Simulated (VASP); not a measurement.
# Ta3N (Cm) in VASP: a series of runs

The runs below take Ta3N through single point, with PBE.

Program: VASP 6.6.1. These are calculated values, not measurements. Logs are shortened: lines on timing, memory, paths and dates and some standing lists are left out, and cuts for length are marked.

**1. The cell of the first run**

Symmetry: Cm, No. 8, monoclinic system. The conventional cell has a = 5.234 Å, b = 3.022 Å, c = 7.558 Å, α = 90.00°, β = 90.00°, γ = 90.00°. Ta (site symmetry m) has 18 Ta at 3.02 to 4.27 Å and 8 N at 3.43 to 4.71 Å within 4.8 Å. Ta (site symmetry m) has 3 N at 1.89 to 2.21 Å within 2.5 Å. Ta (site symmetry m) has 3 N at 2.24 to 2.52 Å and 12 Ta at 3.02 to 3.15 Å within 3.2 Å. Within 2.6 Å of N (site symmetry m) lie 6 Ta at 1.89 to 2.52 Å.

**2. Single point, PBE**

The input, INCAR:

```
PREC = Accurate
ENCUT = 520
EDIFF = 1E-6
ISMEAR = 0
SIGMA = 0.15
LREAL = False
LASPH = True
NELM = 80
ALGO = Normal
ISIF = 2
LWAVE = False
LCHARG = True
GGA = PE
LELF = True
LVHAR = True
NBANDS = 27
```

The input, KPOINTS:

```
Automatic mesh
0
Gamma
  18 18 6
```

The input, POSCAR:

```
Ta3N
1.0
    3.0217748255      0.0000000000      0.0000000000
   -1.5108874128      2.6169337634      0.0000000000
    0.0000000000      0.0000000000      7.5575881873
Ta N
3 1
Direct
   -0.0965329786     -0.0482664893      0.4527367376
    0.2368003547      0.6184001774      0.1263317923
    0.5701336880      0.2850668440      0.7791416829
    0.0000000000      0.0000000000      0.0000000000
```

Potentials or basis: VASP PAW PBE potentials, release 64 (Ta_pv, N).

Run with:

```console
$ cat potpaw_PBE.64/Ta_pv/POTCAR potpaw_PBE.64/N/POTCAR > POTCAR
$ mpirun -np 1 vasp_std > vasp.out
```

OUTCAR:

```text
PREC = Accurate
   ENCUT = 520
   EDIFF = 1E-6
   ISMEAR = 0
   LREAL = False
   LASPH = True
   NELM = 80
   ISIF = 2
   GGA = PE

 ion  position               nearest neighbor table
   1  0.903  0.952  0.453-   3 3.02   2 3.02   2 3.02   2 3.02   3 3.02   3 3.02
   2  0.237  0.618  0.126-   4 1.89   4 1.89   4 2.21   1 3.02   1 3.02   1 3.02   3 3.15   3 3.15
                             3 3.15
   3  0.570  0.285  0.779-   4 2.24   4 2.52   4 2.52   1 3.02   1 3.02   1 3.02   2 3.15   2 3.15
                             2 3.15
   4  0.000  0.000  0.000-   2 1.89   2 1.89   2 2.21   3 2.24   3 2.52   3 2.52

  LATTYP: Found a hexagonal cell.
 ALAT       =     3.0217748255
 C/A-ratio  =     2.5010428055

  Lattice vectors:

 A1 = (   3.0217748255,   0.0000000000,   0.0000000000)
 A2 = (  -1.5108874128,   2.6169337634,   0.0000000000)
 A3 = (   0.0000000000,   0.0000000000,   7.5575881873)

Analysis of symmetry for initial positions (statically):
=====================================================================
 Subroutine PRICEL returns:
 Original cell was already a primitive cell.

 Routine SETGRP: Setting up the symmetry group for a
 hexagonal supercell.

 Subroutine GETGRP returns: Found  2 space group operations
 (whereof  2 operations were pure point group operations)
 out of a pool of 24 trial point group operations.

The static configuration has the point symmetry C_1h.

Analysis of symmetry for dynamics (positions and initial velocities):
=====================================================================
 Subroutine PRICEL returns:
 Original cell was already a primitive cell.

 Routine SETGRP: Setting up the symmetry group for a
 hexagonal supercell.

 Subroutine GETGRP returns: Found  2 space group operations
 (whereof  2 operations were pure point group operations)
 out of a pool of 24 trial point group operations.

The dynamic configuration has the point symmetry C_1h.

 Subroutine INISYM returns: Found  2 space group operations
 (whereof  2 operations are pure point group operations),
 and found     1 'primitive' translations

----------------------------------------------------------------------------------------

                                     Primitive cell

  volume of cell :      59.7638

[... 83 lines left out ...]
   PREC   = accura    normal or accurate (medium, high low for compatibility)
   ISTART =      0    job   : 0-new  1-cont  2-samecut
   ICHARG =      2    charge: 1-file 2-atom 10-const
   ISPIN  =      1    spin polarized calculation?
   LNONCOLLINEAR =      F non collinear calculations
   LSORBIT =      F    spin-orbit coupling
   LASPH  =      T    aspherical Exc in radial PAW
   ENCUT  =  520.0 eV  38.22 Ry    6.18 a.u.   5.62  5.62 14.05*2*pi/ulx,y,z
   NELM   =     80;   NELMIN=  2; NELMDL= -5     # of ELM steps
   EDIFF  = 0.1E-05   stopping-criterion for ELM
   LREAL  =      F    real-space projection
   EDIFFG = 0.1E-04   stopping-criterion for IOM
   NSW    =      0    number of steps for IOM
   IBRION =     -1    ionic relax: 0-MD 1-quasi-New 2-CG
   NFREE  =      0    steps in history (QN), initial steepest desc. (CG)
   ISIF   =      2    stress and relaxation
   ISYM   =      2    0-nonsym 1-usesym 2-fastsym
   POTIM  = 0.5000    time-step for ionic-motion
   TEBEG  =    0.0;   TEEND  =   0.0 temperature during run
   PSTRESS=    0.0 pullay stress
   NELECT =      38.0000    total number of electrons
   NUPDOWN=      -1.0000    fix difference up-down
   EMIN   =  10.00;   EMAX   =-10.00  energy-range for DOS
   EFERMI =   0.00;   METHOD = LEGACY
   ISMEAR =     0;   SIGMA  =   0.15  broadening in eV -4-tet -1-fermi 0-gaus
   EFERMI_NEDOS =   21; number of points for ismear=-14 and -15
   IALGO  =     38    algorithm
   IMIX   =      4    mixing-type and parameters
     AMIX     =   0.40;   BMIX     =  1.00
     AMIX_MAG =   1.60;   BMIX_MAG =  1.00
  volume/ion in A,a.u.               =      14.94       100.83
  Fermi-wavevector in a.u.,A,eV,Ry     =   1.407743  2.660248 26.963211  1.981740
  Thomas-Fermi vector in A             =   2.529971
   LORBIT       =      0    0 simple, 1 ext, 2 COOP (PROOUT), +10 PAW based schemes
   GGA     = PE    functional components
   LHFCALC =     F    Hartree Fock is set to
   AEXX    =    0.0000 exact exchange contribution
   IVDW    =     0    specifies the selected vdW correction
   LEPSILON=     F    determine dielectric tensor
   LRPA    =     F    only Hartree local field effects (RPA)
 non-spin polarized calculation
 Gauss-broadening in eV      SIGMA  =   0.15
  energy-cutoff  :      520.00
  volume of cell :       59.76
 maximum number of plane-waves:      1636
   NGX = 11   NGY = 11   NGZ = 29

 number of electron      38.0000001 magnetization

 Free energy of the ion-electron system (eV)
  ---------------------------------------------------
  ext. energy  EPLUGINS =         0.00000000
  ---------------------------------------------------
  free energy    TOTEN  =       -44.25814187 eV

  energy without entropy =      -44.22224137  energy(sigma->0) =      -44.24019162

 E-fermi :   6.5905     XC(G=0): -12.6678

 val. band max:        6.5903707197   @ k =  -0.0556   0.5000   0.5000
 cond. band min:       6.5909273583   @ k =   0.1111   0.0556   0.5000
 fundamental gap:      0.0005566386
 Fermi energy:         6.5905080970

 k-point     1 :       0.0000    0.0000    0.0000
  band No.  band energies     occupation
      1     -28.5152      2.00000
      2     -28.1825      2.00000
      3     -27.9322      2.00000
      4     -27.8172      2.00000
      5     -27.8047      2.00000
      6     -27.7405      2.00000
[... 709 lines left out ...]
     26       9.7153      0.00000
     27      10.8262      0.00000

 [... further k-points ...]
[... 5 lines left out ...]
  --------------------------------------------------------------------------------------
  -------------------------------------------------------------------------------------
  Total        3.8089660      6.9629813      3.4716811     -2.7314574      0.5234703      0.9066763
  in kB      102.1126693    186.6670917     93.0705656    -73.2262778     14.0334542     24.3066312
  external PRESSURE =     127.2834422 kB  Pullay stress =       0.0000000 kB

 VOLUME and BASIS-vectors are now :
 -----------------------------------------------------------------------------
  energy-cutoff  :      520.00
  volume of cell :       59.76
      direct lattice vectors                 reciprocal lattice vectors
     3.021774826  0.000000000  0.000000000     0.330931343  0.191063300  0.000000000
    -1.510887413  2.616933763  0.000000000     0.000000000  0.382126599  0.000000000
     0.000000000  0.000000000  7.557588187     0.000000000  0.000000000  0.132317345

 POSITION                                       TOTAL-FORCE (eV/Angst)
 -----------------------------------------------------------------------------------
      1.29211      2.49062      3.42160         0.035997      0.020783      0.631943
     -0.21878      1.61831      0.95476         2.312052      1.334864      4.078656
      1.29211      0.74600      5.88843         0.458605      0.264776      0.821638
      0.00000      0.00000      0.00000        -2.806654     -1.620423     -5.532238
 -----------------------------------------------------------------------------------
    total drift:                               -0.000118     -0.000068     -0.000369

  FREE ENERGIE OF THE ION-ELECTRON SYSTEM (eV)
  ---------------------------------------------------
  free  energy   TOTEN  =       -44.2581418728 eV

  energy  without entropy=      -44.2222413695  energy(sigma->0) =      -44.24019162
```

It took 9.1 min on 1 thread of Intel Xeon Platinum 8488C (Sapphire Rapids), shared host; peak memory 0.73 GiB.

Results:

- Free energy: -44.2581 eV
- Pressure: 12.7 GPa
- Largest force: 6.412 eV/Å
- Band gap on the k mesh: zero (bands 19 and 20 overlap by 1.13 eV)

Forces on the atoms (eV/Å):
```
Ta   0.036  0.021  0.632
Ta   2.312  1.335  4.079
Ta   0.459  0.265  0.822
N   -2.807 -1.620 -5.532
```

Levels at points of the mesh, in eV from the Fermi level:
```
           k point  band 17  band 18  band 19  band 20  band 21  band 22
(0.00, 0.00, 0.00)    -0.57    -0.34    -0.15     0.36     0.40     1.32
(0.50, 0.00, 0.00)    -1.21    -0.65     0.83     0.84     2.09     2.99
(0.00, 0.50, 0.00)    -1.23    -0.46    -0.01     0.67     1.01     2.83
(0.00, 0.00, 0.50)    -0.62    -0.13    -0.04     0.66     0.67     0.72
(0.50, 0.00, 0.50)    -1.27    -0.68     0.25     1.14     2.29     2.75
(0.00, 0.50, 0.50)    -1.25    -1.01     0.09     0.58     1.36     2.70
```

Caveat: the cell differs from its parent crystal (all Ta atoms moved +0.438 Å, as atom 1 towards its neighbour atom 2 (Ta) at 3.021 Å); the stress differs along the axes, from 9 to 19 GPa; spin-orbit coupling is left out, which moves the levels of the heavy elements; forces of over 1 eV/Å act on the atoms, so gaps and moduli don't describe the material at rest.

**3. Single point, PBE**

The input, INCAR:

```
SYSTEM = Ta3N
PREC     = Accurate       ! precision mode
ENCUT    = 520            ! plane-wave cutoff, eV
EDIFF    = 1E-6           ! SCF threshold, eV
ISMEAR   = 0              ! smearing method
SIGMA    = 0.15           ! smearing width, eV
LREAL    = .FALSE.        ! projectors in reciprocal space
LASPH    = .TRUE.         ! aspherical terms in the spheres
NELM     = 60             ! most SCF steps
ALGO     = Normal         ! electronic algorithm
ISIF     = 2              ! what is computed and relaxed
LWAVE    = .FALSE.        ! write WAVECAR
LCHARG   = .FALSE.        ! write CHGCAR
GGA      = PE             ! functional
NBANDS   = 27             ! bands
```

The input, KPOINTS:

```
Automatic mesh
0
G
  18 18 6
  0 0 0
```

The input, POSCAR:

```
Ta3N
1.0
    3.0217748255      0.0000000000      0.0000000000
   -1.5108874128      2.6169337634      0.0000000000
    0.0000000000      0.0000000000      7.5575881873
Ta N
3 1
Direct
   -0.0689521276     -0.0344760638      0.4662405269
    0.2643812057      0.6321906029      0.1398355816
    0.5977145391      0.2988572695      0.7926454722
    0.0000000000      0.0000000000      0.0000000000
```

Potentials or basis: VASP PAW PBE potentials, release 64 (Ta_pv, N).

Run with:

```console
$ cat potpaw_PBE.64/Ta_pv/POTCAR potpaw_PBE.64/N/POTCAR > POTCAR
$ mpirun -np 1 vasp_std > vasp.out
```

It took 7.7 min on 1 thread of Intel Xeon Platinum 8488C (Sapphire Rapids), shared host; peak memory 0.73 GiB.

Results (log left out):

- Free energy: -44.9318 eV
- Pressure: 6.7 GPa
- Largest force: 4.464 eV/Å
- Band gap on the k mesh: zero (bands 19 and 20 overlap by 1.09 eV)

Forces on the atoms (eV/Å):
```
Ta   0.034  0.020  0.389
Ta   1.370  0.791  2.607
Ta   0.496  0.287  0.891
N   -1.901 -1.097 -3.887
```

Stress tensor (GPa, compression positive):
```
 5.41 -3.47  0.93
-3.47  9.41  0.54
 0.93  0.54  5.17
```

Levels at points of the mesh, in eV from the Fermi level:
```tsv
k point	band 16	band 17	band 18	band 19	band 20	band 21	band 22	band 23
(0.00, 0.00, 0.00)	-1.54	-0.54	-0.38	-0.27	0.35	0.35	1.44	1.46
(0.50, 0.00, 0.00)	-3.08	-1.19	-0.61	0.79	0.86	1.19	3.16	3.96
(0.00, 0.50, 0.00)	-3.05	-1.18	-0.49	0.03	0.78	0.94	3.04	3.76
(0.00, 0.00, 0.50)	-1.77	-0.75	-0.17	-0.14	0.63	0.64	0.85	1.24
(0.50, 0.00, 0.50)	-2.84	-1.29	-0.86	0.21	1.20	1.55	2.62	4.39
(0.00, 0.50, 0.50)	-2.86	-1.28	-1.13	0.14	0.71	1.32	2.63	3.69
```

Caveat: the cell differs from its parent crystal (all Ta atoms moved +0.312 Å, as atom 1 towards its neighbour atom 2 (Ta) at 3.021 Å); the cell stands under pressure; spin-orbit coupling is left out, which moves the levels of the heavy elements; forces of over 1 eV/Å act on the atoms, so gaps and moduli don't describe the material at rest.
